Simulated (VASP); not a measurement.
Set up this calculation in VASP 6.6.1, as the native input.

```yaml
Task: single point
Functional: PBE
Potentials_or_basis: VASP PAW PBE potentials, release 64 (As, Sb, In_d)
Cutoff: 520 eV
k_mesh: 6 × 6 × 2
Occupations: fermi-dirac, width 0.02 eV
Spin: non-collinear spin, zero start, spin-orbit coupling
Starting_moments: "[[0.0, 0.0, 0.0], [0.0, 0.0, 0.0], [0.0, 0.0, 0.0], [0.0, 0.0, 0.0], [0.0, 0.0, 0.0], [0.0, 0.0, 0.0]] μB"
Dipole_correction: no
Further_INCAR_settings: ALGO = Normal; EDIFF = 1e-07; NBANDS = 70
```

The structure of In3SbAs2 lies in POSCAR:

```
In3SbAs2
1.0
    4.4278068155      0.0000000000      0.0000000000
   -2.2139034078      3.8345931853      0.0000000000
    0.0000000000      0.0000000000     10.8567377940
As Sb In
2 1 3
Direct
    0.0000000000      0.0000000000      0.0070224502
    0.3333333333      0.6666666667      0.3273449660
    0.6666666667      0.3333333333      0.6648219420
    0.3333333333      0.6666666667      0.0830474251
    0.6666666667      0.3333333333      0.4037784456
    0.0000000000      0.0000000000      0.7639847711
```

These files were run (other wordings do the same):

INCAR

```
SYSTEM = In3SbAs2
ALGO = Normal ; EDIFF = 1E-7
ENCUT = 520 ; GGA = PE
GGA_COMPAT = .FALSE. ; ISIF = 2
ISMEAR = -1 ; LASPH = .TRUE.
LCHARG = .FALSE. ; LORBIT = 11
LORBMOM = .TRUE. ; LREAL = .FALSE.
LSORBIT = .TRUE. ; LWAVE = .FALSE.
MAGMOM = 0 0 0 0 0 0 0 0 0 0 0 0 0 0 0 0 0 0 ; NBANDS = 70
NELM = 150 ; PREC = Accurate
SIGMA = 0.02
```

KPOINTS

```
k-points
0
G
  6 6 2
  0 0 0
```

Potentials or basis: VASP PAW PBE potentials, release 64 (As, Sb, In_d).

Command:

```console
$ cat potpaw_PBE.64/As/POTCAR potpaw_PBE.64/Sb/POTCAR potpaw_PBE.64/In_d/POTCAR > POTCAR
$ mpirun -np 1 vasp_ncl > vasp.out
```

It gave:

```yaml
Pressure: 1.8 GPa
Largest_force: 0.043 eV/Å
Net_moment: 0.00 μB per cell
Valence_electrons_inside_the_program's_atomic_spheres: As 2.77; Sb 2.51; In 11.40, 11.39, 11.48
```

Wall time 12 min on 1 thread of Intel(R) Xeon(R) Platinum 8488C (Sapphire Rapids), on a shared host, peak memory 0.96 GiB.
